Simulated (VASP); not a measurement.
Write the native input for VASP 6.6.1 that does the following.

```
Task                   : single point
Functional             : RPBE
Dispersion             : D4
Potentials or basis    : VASP PAW PBE potentials, release 64 (Cd_sv_GW, S)
Cutoff                 : 630 eV
k mesh                 : 7 × 7 × 4
Occupations            : fermi-dirac, width 0.05 eV
Spin                   : no spin polarisation
Dipole correction      : no
Further INCAR settings : ALGO = Normal; EDIFF = 1e-06; NBANDS = 34
```

The structure of CdS lies in POSCAR:

```
CdS
1.0
    4.2313932131      0.0000000000      0.0000000000
   -2.1156966065      3.6644940159      0.0000000000
    0.0000000000      0.0000000000      6.8691315847
Cd S
2 2
Direct
    0.6666666667      0.3333333333      0.5000000000
    0.3333333333      0.6666666667      0.0000000000
    0.6666666667      0.3333333333      0.8750000000
    0.3333333333      0.6666666667      0.3750000000
```

One way to write it, as run:

INCAR

```
  ALGO = Normal
  EDIFF = 1E-6
  ENCUT = 630
  GGA = RP
  GGA_COMPAT = False
  ISIF = 2
  ISMEAR = -1
  IVDW = 13
  LASPH = True
  LCHARG = False
  LREAL = False
  LWAVE = False
  NBANDS = 34
  NELM = 120
  PREC = Accurate
  SIGMA = 0.05
```

KPOINTS

```
k-points
0
Gamma
  7 7 4
```

Potentials or basis: VASP PAW PBE potentials, release 64 (Cd_sv_GW, S).

Run with:

```console
$ cat potpaw_PBE.64/Cd_sv_GW/POTCAR potpaw_PBE.64/S/POTCAR > POTCAR
$ mpirun -np 1 vasp_std > vasp.out
```

It gave:

| Property | Result |
| --- | --- |
| Pressure | -3.1 GPa |
| Largest force | 0.065 eV/Å |
| Band gap on the k mesh | 1.24 eV |
| Dispersion energy per atom | -0.554 eV |

Caveat: the cell stands under tension; the PAW data sets were made with another functional, which shifts forces and pressure a little.

Wall time 2.6 min on 1 thread of Intel(R) Xeon(R) Platinum 8259CL CPU @ 2.50GHz (Skylake/Cascade Lake), with other jobs on the host, peak memory 0.32 GiB.
